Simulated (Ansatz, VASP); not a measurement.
**Two plane-wave programs on SnO2**

```
Sn O
1.0
     1.61709    0.93363    4.94461
    -1.61709    0.93363    4.94461
     0.00000   -1.86726    4.94461
Sn O
1 2
Direct
  0.50000 0.50000 0.50000
  0.23717 0.23717 0.23717
  0.76283 0.76283 0.76283
```

Change from the starting cell: strain +0.0300 x Voigt [0, 0, 1, 0, 0, 0], atoms carried along.

Alike in both runs: task single point; functional LDA; k mesh 12 × 12 × 12; occupations gaussian, width 0.05 eV; no spin polarisation.

```csv
,VASP,Ansatz
version,VASP 6.6.1,Ansatz 0.2.0
potentials or method,"VASP PAW LDA potentials, release 64 (Sn_d, O), cutoff 520 eV","scalar-relativistic, plane waves, PAW"
valence electrons in the cell,26,26
```

```tsv
	VASP	Ansatz	Ansatz less VASP
gap on the k mesh at the Fermi level (eV)	1.78	1.79	+0.005
least direct gap on the mesh (eV)	1.91	1.91	-0.002
pressure (GPa)	-10.4	-11.0	-0.62
traceless stress, the component that is largest in VASP (GPa)	0.67	1.09	+0.420
rms of the force components (eV/Å)	0.469	0.496	+0.0273
```

LDA's correlation is that of Perdew and Zunger in VASP and of Perdew and Wang (1992) in Ansatz. Atom by atom the forces differ by 0.027 eV/Å (rms over components).
